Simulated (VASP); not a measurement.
Here is a VASP 6.6.1 calculation.

INCAR

```
ALGO     = Fast           # electronic algorithm
EDIFF    = 1E-6           # SCF threshold, eV
ENCUT    = 520            # plane-wave cutoff, eV
GGA      = PS             # functional
ISIF     = 2              # what is computed and relaxed
ISMEAR   = 0              # smearing method
LASPH    = T              # aspherical terms in the spheres
LCHARG   = F              # write CHGCAR
LREAL    = F              # projectors in reciprocal space
LWAVE    = F              # write WAVECAR
NBANDS   = 18             # bands
NELM     = 100            # most SCF steps
PREC     = Accurate       # precision mode
SIGMA    = 0.15           # smearing width, eV
```

Contents of KPOINTS:

```
k-points
0
Gamma
  18 18 8
```

The input POSCAR:

```
Y
1.0
    3.8340741989      0.0000000000      0.0000000000
   -1.9170370994      3.3204056563      0.0000000000
    0.0000000000      0.0000000000      5.8910850000
Y
2
Direct
    0.3333333333      0.6666666667      0.2500000000
    0.6666666667      0.3333333333      0.7500000000
```

Potentials or basis: VASP PAW PBE potentials, release 64 (Y_sv).

Launch:

```sh
$ cat potpaw_PBE.64/Y_sv/POTCAR > POTCAR
$ mpirun -np 1 vasp_std > vasp.out
```

Problem. What does it give for the band gap on the k mesh?

Solution. Zero (bands 11 and 12 overlap by 1.44 eV).

Problem. Estimate the pressure.

Solution. -5.8 GPa.

Stress tensor (GPa, compression positive):
```
-6.02  0.00  0.00
 0.00 -6.02  0.00
 0.00  0.00 -5.49
```

Caveat: the cell differs from its parent crystal (strain +0.050 along x and y, +0.025 along z); the cell stands under tension; the PAW data sets were made with another functional, which shifts forces and pressure a little.
